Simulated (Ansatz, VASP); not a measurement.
## Two plane-wave programs on PbF2

```
Pb F
1.0
     0.00000    2.94581    2.94581
     2.94581    0.00000    2.94581
     2.94581    2.94581    0.00000
Pb F
1 2
Direct
  0.00000 0.00000 0.00000
  0.25000 0.25000 0.25000
  0.75000 0.75000 0.75000
```

Alike in both runs: task single point; functional PBE; k mesh 6 × 6 × 6; occupations tetrahedron; no spin polarisation.

|  | VASP | Ansatz |
| --- | --- | --- |
| version | VASP 6.6.1 | Ansatz 0.2.0 |
| potentials or method | VASP PAW PBE potentials, release 64 (Pb_d, F) | plane waves |
| plane-wave cutoff (eV) | 520 | 420 |
| valence electrons in the cell | 28 | 28 |

```csv
,VASP,Ansatz,Ansatz less VASP
gap on the k mesh at the Fermi level (eV),4.44,4.44,+0.004
pressure (GPa),4.0,4.2,+0.20
```

Ansatz's warnings: band table not solved further, tetrahedron derivatives may miss energy slope.

Spin-orbit coupling is off throughout.
